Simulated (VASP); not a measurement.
Wanted: the native input for a VASP 6.6.1 run.

```
Task                   : single point
Functional             : PBE
Potentials or basis    : VASP PAW PBE potentials, release 64 (Sn_d, O)
Cutoff                 : 520 eV
k mesh                 : 12 × 12 × 12
Occupations            : gaussian, width 0.02 eV
Spin                   : no spin polarisation
Dipole correction      : no
Further INCAR settings : ALGO = Normal; EDIFF = 1e-06; NBANDS = 20
```

The structure of SnO2 lies in POSCAR:

```
SnO2
1.0
    1.5614327316      0.9014936079      4.5633472985
   -1.5614327316      0.9014936079      4.5633472985
    0.0000000000     -1.8029872158      4.5633472985
Sn O
1 2
Direct
    0.5242724818      0.5242724818      0.5242724818
    0.2282174094      0.2282174094      0.2282174094
    0.7475101088      0.7475101088      0.7475101088
```

This cell differs from its parent crystal: strained and its atoms moved.

These files were run (other wordings do the same):

INCAR

```
SYSTEM = SnO2
PREC     = Accurate       ! precision mode
ENCUT    = 520            ! plane-wave cutoff, eV
EDIFF    = 1E-6           ! SCF threshold, eV
ISMEAR   = 0              ! smearing method
SIGMA    = 0.02           ! smearing width, eV
LREAL    = .False.        ! projectors in reciprocal space
LASPH    = .True.         ! aspherical terms in the spheres
NELM     = 100            ! most SCF steps
ALGO     = Normal         ! electronic algorithm
ISIF     = 2              ! what is computed and relaxed
LWAVE    = .False.        ! write WAVECAR
LCHARG   = .True.         ! write CHGCAR
GGA      = PE             ! functional
LELF     = .True.         ! ELF
LVHAR    = .True.       
NBANDS   = 20             ! bands
```

KPOINTS

```
regular mesh
0
Gamma
  12 12 12
  0 0 0
```

Potentials or basis: VASP PAW PBE potentials, release 64 (Sn_d, O).

Run with:

```bash
$ cat potpaw_PBE.64/Sn_d/POTCAR potpaw_PBE.64/O/POTCAR > POTCAR
$ mpirun -np 1 vasp_std > vasp.out
```

Results of the run:

```
Pressure               : 28.1 GPa
Largest force          : 8.202 eV/Å
Band gap on the k mesh : 0.16 eV
```

Caveat: the cell differs from its parent crystal (strained and its atoms moved); the stress differs along the axes, from -20 to 52 GPa; semilocal functionals underestimate gaps, and a narrow one can read as zero; spin-orbit coupling is left out, which moves the levels of the heavy elements; forces of over 1 eV/Å act on the atoms, so gaps and moduli don't describe the material at rest.

Run time: 2.8 min on 1 thread of Intel(R) Xeon(R) 6975P-C (Granite Rapids), with other jobs on the host, peak memory 0.3 GiB.
